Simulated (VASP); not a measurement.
The system is Nb.

```
Nb
1.0
     0.00000    2.12510    2.12510
     2.12510    0.00000    2.12510
     2.12510    2.12510    0.00000
Nb
1
Direct
  0.00000 0.00000 0.00000
```

- Program: VASP 6.6.1
- Task: relaxation of cell and atoms
- Functional: PBEsol
- Potentials or basis: VASP PAW PBE potentials, release 64 (Nb_sv)
- Cutoff: 500 eV
- k mesh: 8 × 8 × 8
- Occupations: gaussian, width 0.1 eV
- Spin: no spin polarisation

At the start: pressure -9.7 GPa; volume 19.19 Å³/atom.

Question: How do energy, volume and symmetry change on relaxing?

Answer: Over 3 steps the energy falls by 36.1 meV/atom and the volume is 18.09 Å³/atom (-5.8 %); space group Fm-3m (No. 225, to 0.05 Å).

Step by step:
```csv
step,energy change (eV),largest force (eV/Å),pressure (GPa),volume (Å³)
1,0.0000,0.0000,-9.68,19.19
2,0.0920,0.0000,23.57,16.15
3,-0.0361,0.0000,-0.34,18.09
```

Final structure:
```
CELL_PARAMETERS angstrom
0.00000 2.08336 2.08336
2.08336 0.00000 2.08336
2.08336 2.08336 0.00000
ATOMIC_POSITIONS crystal
Nb 0.00000 0.00000 0.00000
```

Caveat: the PAW data sets were made with another functional, which shifts forces and pressure a little.
